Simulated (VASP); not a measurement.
A run of VASP 6.6.1 is set up as follows.

File POSCAR:

```
AlP
1.0
    0.0000000000      2.7315000000      2.7315000000
    2.7315000000      0.0000000000      2.7315000000
    2.7315000000      2.7315000000      0.0000000000
Al P
1 1
Direct
    0.0000000000      0.0000000000      0.0000000000
    0.2500000000      0.2500000000      0.2500000000
```

File INCAR.step1:

```
PREC     = Accurate       # precision mode
ENCUT    = 500            # plane-wave cutoff, eV
EDIFF    = 1E-8           # SCF threshold, eV
ISMEAR   = 0              # smearing method
SIGMA    = 0.01           # smearing width, eV
LREAL    = F              # projectors in reciprocal space
LASPH    = T              # aspherical terms in the spheres
NELM     = 80             # most SCF steps
ALGO     = Normal         # electronic algorithm
LWAVE    = T              # write WAVECAR
LCHARG   = F              # write CHGCAR
GGA      = PE             # functional
```

INCAR.step2

```
PREC     = Accurate       # precision mode
ENCUT    = 500            # plane-wave cutoff, eV
EDIFF    = 1E-8           # SCF threshold, eV
ISMEAR   = 0              # smearing method
SIGMA    = 0.01           # smearing width, eV
LREAL    = F              # projectors in reciprocal space
LASPH    = T              # aspherical terms in the spheres
NELM     = 1              # most SCF steps
ALGO     = Exact          # electronic algorithm
LWAVE    = T              # write WAVECAR
LCHARG   = F              # write CHGCAR
GGA      = PE             # functional
NBANDS   = 797            # bands
LOPTICS  = T              # frequency-dependent dielectric function
ISTART   = 1
```

INCAR.step3

```
PREC     = Accurate       # precision mode
ENCUT    = 500            # plane-wave cutoff, eV
EDIFF    = 1E-8           # SCF threshold, eV
ISMEAR   = 0              # smearing method
SIGMA    = 0.01           # smearing width, eV
LREAL    = F              # projectors in reciprocal space
LASPH    = T              # aspherical terms in the spheres
ALGO     = EVGW0          # electronic algorithm
LWAVE    = F              # write WAVECAR
LCHARG   = F              # write CHGCAR
GGA      = PE             # functional
NELMGW   = 1            
NBANDS   = 797            # bands
ENCUTGW  = 200            # cutoff of the response function
NOMEGA   = 48             # frequency points
PRECFOCK = Fast         
ISTART   = 1            
NBANDSGW = 12
```

KPOINTS

```
regular mesh
0
Gamma
  2 2 2
```

Potentials or basis: VASP PAW PBE potentials, release 64 (Al_GW, P_GW).

Command:

```bash
$ cat potpaw_PBE.64/Al_GW/POTCAR potpaw_PBE.64/P_GW/POTCAR > POTCAR
$ cp INCAR.step1 INCAR
$ mpirun -np 1 vasp_std > vasp.out
$ cp INCAR.step2 INCAR
$ mpirun -np 1 vasp_std > vasp.out
$ cp INCAR.step3 INCAR
$ mpirun -np 1 vasp_std > vasp.out
```

Q: What does it give for the quasiparticle gap?

A: 2.08 eV.

Q: Estimate the least direct quasiparticle gap.

A: 4.20 eV.

Q: Estimate the band gap on the k mesh, mean-field level.

A: 1.38 eV, indirect (least direct gap 3.25 eV).

Caveat: the k points lie up to 1.00 Å⁻¹ apart; bands, screening cutoff and mesh are small and nothing is extrapolated, so the quasiparticle values aren't converged. A k mesh can miss the band edges.
